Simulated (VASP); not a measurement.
# TiNi (P4/nmm) in VASP: a series of runs, part 3 of 4

VASP 6.6.1.

## Step 5: Single point, PBEsol, collinear spin, ferromagnetic start

This run uses another cell than the first one, of 14.08 Å³/atom.

INCAR

```
  PREC = Accurate
  ENCUT = 520
  EDIFF = 1E-6
  ISMEAR = -1
  SIGMA = 0.05
  LREAL = False
  LASPH = True
  NELM = 150
  ALGO = Normal
  ISIF = 2
  LWAVE = False
  LCHARG = False
  ISPIN = 2
  MAGMOM = 1 1 1 1
  LORBIT = 11
  LMAXMIX = 4
  GGA = PS
  NBANDS = 34
```

KPOINTS

```
Automatic mesh
0
Gamma
  7 7 7
```

POSCAR

```
TiNi
1.0
    3.8969051482      0.0000000000      0.0000000000
    0.0000000000      3.8969051482      0.0000000000
    0.0000000000      0.0000000000      3.7075671255
Ni Ti
2 2
Direct
    0.0000000000      0.0000000000      0.0000000000
    0.5000000000      0.5000000000      0.0000000000
    0.5000000000      0.0000000000      0.5191990000
    0.0000000000      0.5000000000      0.4808010000
```

Potentials or basis: VASP PAW PBE potentials, release 64 (Ni, Ti_sv).

Started as:

```
$ cat potpaw_PBE.64/Ni/POTCAR potpaw_PBE.64/Ti_sv/POTCAR > POTCAR
$ mpirun -np 1 vasp_std > vasp.out
```

OUTCAR:

```text
PREC = Accurate
   ENCUT = 520
   EDIFF = 1E-6
   ISMEAR = -1
   LREAL = False
   LASPH = True
   NELM = 150
   ISIF = 2
   ISPIN = 2
   LORBIT = 11
   GGA = PS

 ion  position               nearest neighbor table
   1  0.000  0.000  0.000-   3 2.64   4 2.64   4 2.64   3 2.64   3 2.74   4 2.74   3 2.74   4 2.74
                             2 2.76   2 2.76   2 2.76   2 2.76
   2  0.500  0.500  0.000-   3 2.64   4 2.64   3 2.64   4 2.64   3 2.74   3 2.74   4 2.74   4 2.74
                             1 2.76   1 2.76   1 2.76   1 2.76
   3  0.500  0.000  0.519-   1 2.64   2 2.64   2 2.64   1 2.64   1 2.74   2 2.74   2 2.74   1 2.74
                             4 2.76   4 2.76   4 2.76   4 2.76
   4  0.000  0.500  0.481-   1 2.64   2 2.64   1 2.64   2 2.64   1 2.74   1 2.74   2 2.74   2 2.74
                             3 2.76   3 2.76   3 2.76   3 2.76

  LATTYP: Found a simple tetragonal cell.
 ALAT       =     3.8969051482
 C/A-ratio  =     0.9514132329

  Lattice vectors:

 A1 = (   3.8969051482,   0.0000000000,   0.0000000000)
 A2 = (   0.0000000000,   3.8969051482,   0.0000000000)
 A3 = (   0.0000000000,   0.0000000000,   3.7075671255)

Analysis of symmetry for initial positions (statically):
=====================================================================
 Subroutine PRICEL returns:
 Original cell was already a primitive cell.

 Routine SETGRP: Setting up the symmetry group for a
 simple tetragonal supercell.

 Subroutine GETGRP returns: Found 16 space group operations
 (whereof  8 operations were pure point group operations)
 out of a pool of 16 trial point group operations.

The static configuration has the point symmetry D_2d.
 The point group associated with its full space group is D_4h.

Analysis of symmetry for dynamics (positions and initial velocities):
=====================================================================
 Subroutine PRICEL returns:
 Original cell was already a primitive cell.

 Routine SETGRP: Setting up the symmetry group for a
 simple tetragonal supercell.

 Subroutine GETGRP returns: Found 16 space group operations
 (whereof  8 operations were pure point group operations)
 out of a pool of 16 trial point group operations.

The dynamic configuration has the point symmetry D_2d.
 The point group associated with its full space group is D_4h.

Analysis of structural, dynamic, and magnetic symmetry:
=====================================================================
 Subroutine PRICEL returns:
 Original cell was already a primitive cell.

 Routine SETGRP: Setting up the symmetry group for a
 simple tetragonal supercell.

 Subroutine GETGRP returns: Found 16 space group operations
 (whereof  8 operations were pure point group operations)
 out of a pool of 16 trial point group operations.

The overall configuration has the point symmetry D_2d.
 The point group associated with its full space group is D_4h.

 Subroutine INISYM returns: Found 16 space group operations
 (whereof  8 operations are pure point group operations),
 and found     1 'primitive' translations

----------------------------------------------------------------------------------------

                                     Primitive cell

  volume of cell :      56.3026

  direct lattice vectors                    reciprocal lattice vectors
     3.896905148  0.000000000  0.000000000     0.256613893  0.000000000  0.000000000
     0.000000000  3.896905148  0.000000000     0.000000000  0.256613893  0.000000000
[... 91 lines left out ...]
   EDIFFG = 0.1E-04   stopping-criterion for IOM
   NSW    =      0    number of steps for IOM
   IBRION =     -1    ionic relax: 0-MD 1-quasi-New 2-CG
   NFREE  =      0    steps in history (QN), initial steepest desc. (CG)
   ISIF   =      2    stress and relaxation
   ISYM   =      2    0-nonsym 1-usesym 2-fastsym
   POTIM  = 0.5000    time-step for ionic-motion
   TEBEG  =    0.0;   TEEND  =   0.0 temperature during run
   PSTRESS=    0.0 pullay stress
   NELECT =      44.0000    total number of electrons
   NUPDOWN=      -1.0000    fix difference up-down
   EMIN   =  10.00;   EMAX   =-10.00  energy-range for DOS
   EFERMI =   0.00;   METHOD = LEGACY
   ISMEAR =    -1;   SIGMA  =   0.05  broadening in eV -4-tet -1-fermi 0-gaus
   EFERMI_NEDOS =   21; number of points for ismear=-14 and -15
   IALGO  =     38    algorithm
   IMIX   =      4    mixing-type and parameters
     AMIX     =   0.40;   BMIX     =  1.00
     AMIX_MAG =   1.60;   BMIX_MAG =  1.00
  volume/ion in A,a.u.               =      14.08        94.99
  Fermi-wavevector in a.u.,A,eV,Ry     =   1.507936  2.849585 30.937881  2.273870
  Thomas-Fermi vector in A             =   2.618456
   LORBIT       =     11    0 simple, 1 ext, 2 COOP (PROOUT), +10 PAW based schemes
   GGA     = PS    functional components
   LHFCALC =     F    Hartree Fock is set to
   AEXX    =    0.0000 exact exchange contribution
   IVDW    =     0    specifies the selected vdW correction
   LEPSILON=     F    determine dielectric tensor
   LRPA    =     F    only Hartree local field effects (RPA)
 spin polarized calculation
  energy-cutoff  :      520.00
  volume of cell :       56.30
 maximum number of plane-waves:      1530
 NGX is ok and might be reduce to    30
   NGX = 15   NGY = 15   NGZ = 13

 number of electron      44.0000004 magnetization       0.0001837

 Free energy of the ion-electron system (eV)
  ---------------------------------------------------
  ext. energy  EPLUGINS =         0.00000000
  ---------------------------------------------------
  free energy    TOTEN  =       -30.13362459 eV

  energy without entropy =      -30.09325985  energy(sigma->0) =      -30.11344222

 E-fermi :   8.5865     XC(G=0): -12.3644

 val. band max:        8.5757707811   @ k =   0.1429   0.1429   0.0000
 cond. band min:       8.6028085436   @ k =   0.2857   0.2857   0.1429
 fundamental gap:      0.0270377625
 Fermi energy:         8.5865138938

 spin component 1

 k-point     1 :       0.0000    0.0000    0.0000
  band No.  band energies     occupation
      1     -48.1096      1.00000
      2     -47.9606      1.00000
      3     -24.6199      1.00000
      4     -24.6199      1.00000
      5     -24.4639      1.00000
      6     -24.3364      1.00000
[... 877 lines left out ...]
     33      16.8136      0.00000
     34      18.1829      0.00000

 [... further k-points ...]

 spin component 2

 k-point     1 :       0.0000    0.0000    0.0000
  band No.  band energies     occupation
      1     -48.1096      1.00000
      2     -47.9605      1.00000
      3     -24.6199      1.00000
      4     -24.6199      1.00000
      5     -24.4639      1.00000
      6     -24.3363      1.00000
[... 877 lines left out ...]
     33      16.8137      0.00000
     34      18.1860      0.00000

 [... further k-points ...]

------------------------ aborting loop because EDIFF is reached ----------------------------------------

  FORCE on cell =-STRESS in cart. coord.  units (eV):
  Direction    XX          YY          ZZ          XY          YZ          ZX
  --------------------------------------------------------------------------------------
  -------------------------------------------------------------------------------------
  Total       -3.9599466     -3.9599466     -5.5879410     -0.0000000      0.0000000      0.0000000
  in kB     -112.6863267   -112.6863267   -159.0133909     -0.0000000      0.0000000      0.0000000
  external PRESSURE =    -128.1286814 kB  Pullay stress =       0.0000000 kB

 VOLUME and BASIS-vectors are now :
 -----------------------------------------------------------------------------
  energy-cutoff  :      520.00
  volume of cell :       56.30
      direct lattice vectors                 reciprocal lattice vectors
     3.896905148  0.000000000  0.000000000     0.256613893  0.000000000  0.000000000
     0.000000000  3.896905148  0.000000000     0.000000000  0.256613893  0.000000000
     0.000000000  0.000000000  3.707567125     0.000000000  0.000000000  0.269718650

 POSITION                                       TOTAL-FORCE (eV/Angst)
 -----------------------------------------------------------------------------------
      0.00000      0.00000      0.00000        -0.000000     -0.000000      0.000000
      1.94845      1.94845      0.00000         0.000000      0.000000      0.000000
      1.94845      0.00000      1.92497         0.000000      0.000000     -0.042629
      0.00000      1.94845      1.78260        -0.000000      0.000000      0.042629
 -----------------------------------------------------------------------------------
    total drift:                                0.000000      0.000000     -0.000000

  FREE ENERGIE OF THE ION-ELECTRON SYSTEM (eV)
  ---------------------------------------------------
  free  energy   TOTEN  =       -30.1336245941 eV

  energy  without entropy=      -30.0932598521  energy(sigma->0) =      -30.11344222

 total charge

# of ion       s       p       d       tot
------------------------------------------
    1        0.526   0.445   8.289   9.260
    2        0.526   0.445   8.289   9.260
    3        2.238   6.131   1.885  10.254
    4        2.238   6.131   1.885  10.254
--------------------------------------------------
tot          5.528  13.151  20.348  39.028

 magnetization (x)

# of ion       s       p       d       tot
------------------------------------------
    1        0.000  -0.000   0.000   0.000
    2        0.000  -0.000   0.000   0.000
    3        0.000  -0.000   0.000   0.000
    4        0.000  -0.000   0.000   0.000
--------------------------------------------------
tot          0.000  -0.000   0.000   0.000
```

OSZICAR:

```text
N       E                     dE             d eps       ncg     rms          rms(c)
DAV:   1     0.444936244565E+03    0.44494E+03   -0.20306E+04  5504   0.170E+03
DAV:   2     0.166325100460E+02   -0.42830E+03   -0.41255E+03  5450   0.437E+02
DAV:   3    -0.310933928603E+02   -0.47726E+02   -0.45729E+02  8424   0.140E+02
[... 11 lines left out ...]
DAV:  15    -0.301335862589E+02   -0.23897E-04   -0.60898E-05  7034   0.400E-02    0.215E-02
DAV:  16    -0.301336023664E+02   -0.16107E-04   -0.35396E-05  6842   0.271E-02    0.156E-02
DAV:  17    -0.301336142832E+02   -0.11917E-04   -0.32859E-05  6770   0.240E-02    0.123E-02
DAV:  18    -0.301336230301E+02   -0.87469E-05   -0.62452E-05  6932   0.322E-02    0.605E-03
DAV:  19    -0.301336245313E+02   -0.15012E-05   -0.15894E-05  6958   0.180E-02    0.227E-03
DAV:  20    -0.301336245941E+02   -0.62804E-07   -0.69288E-07  3018   0.517E-03
   1 F= -.30133625E+02 E0= -.30113442E+02  d E =-.403647E-01  mag=     0.0004
```

stdout:

```text
POSCAR found type information on POSCAR NiTi
 POSCAR found :  2 types and       4 ions
 scaLAPACK will be used
 -----------------------------------------------------------------------------
|                                                                             |
|                                                                             |
|     You enforced a specific xc type in the INCAR file but a different       |
|     I HOPE YOU KNOW WHAT YOU ARE DOING!                                     |
|                                                                             |
 -----------------------------------------------------------------------------

 LDA part: xc-table for (Slater+PW92), standard interpolation
 POSCAR, INCAR and KPOINTS ok, starting setup
 FFT: planning ... GRIDC
 FFT: planning ... GRID_SOFT
 FFT: planning ... GRID
 WAVECAR not read
 entering main loop
```

Wall time 1.8 min (1 thread of Intel Xeon 6975P-C (Granite Rapids), shared host); peak memory 0.24 GiB.

What came out:

```yaml
Free_energy: -30.1336 eV
Pressure: -12.8 GPa
Largest_force: 0.043 eV/Å
Band_gap_on_the_k_mesh: zero (filled and empty bands overlap)
Net_moment: 0.00 μB per cell
Valence_electrons_inside_the_program's_atomic_spheres: Ni 9.26; Ti 10.25
```

Forces on the atoms (eV/Å):
```
Ni   0.000  0.000  0.000
Ni   0.000  0.000  0.000
Ti   0.000  0.000 -0.043
Ti   0.000  0.000  0.043
```

Caveat: the cell stands under tension; the moments typed at the start vanished in this run; the PAW data sets were made with another functional, which shifts forces and pressure a little.

(Part 3 of 4 ends here.)

The gap in the log of VASP goes by the Fermi energy; the results here count the filled bands.